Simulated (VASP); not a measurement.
A run of VASP 6.6.1 is set up as follows.

INCAR

```
SYSTEM = ZnCd2Te2
PREC = Accurate
ENCUT = 520
EDIFF = 1E-7
ISMEAR = 0
SIGMA = 0.05
LREAL = .False.
LASPH = .True.
NELM = 100
ALGO = Normal
ISIF = 2
LWAVE = .False.
LCHARG = .True.
LDIPOL = .True.
IDIPOL = 3
DIPOL = 0.5 0.5 0.364
GGA = CA
LELF = .True.
LVHAR = .True.
LVACPOTAV = .True.
NBANDS = 32
```

KPOINTS

```
regular mesh
0
Gamma
  6 6 1
  0 0 0
```

Contents of POSCAR:

```
ZnCd2Te2
1.0
    4.5325544674      0.0000000000      0.0000000000
   -2.2662772337      3.9253073128      0.0000000000
    0.0000000000      0.0000000000     19.8672286441
Te Cd Zn
2 2 1
Direct
    0.0000000000      0.0000000000      0.2013365866
    0.3333333333      0.6666666667      0.3964595968
    0.3333333333      0.6666666667      0.2479059306
    0.6666666667      0.3333333333      0.4211573136
    0.6666666667      1.2222222222      0.5541892724
```

Potentials or basis: VASP PAW LDA potentials, release 64 (Te, Cd, Zn).

The run is started by

```sh
$ cat potpaw_LDA.64/Te/POTCAR potpaw_LDA.64/Cd/POTCAR potpaw_LDA.64/Zn/POTCAR > POTCAR
$ mpirun -np 1 vasp_std > vasp.out
```

Estimate the band gap on the k mesh.

zero (filled and empty bands touch).

Estimate the largest force.

0.385 eV/Å.

Forces in eV/Å, atoms in the order of the input:
```
Te   0.007 -0.013  0.385
Te   0.029 -0.078 -0.336
Cd  -0.001  0.002 -0.376
Cd  -0.024  0.059  0.295
Zn  -0.011  0.030  0.033
```

Caveat: spin-orbit coupling is left out, which moves the levels of the heavy elements.
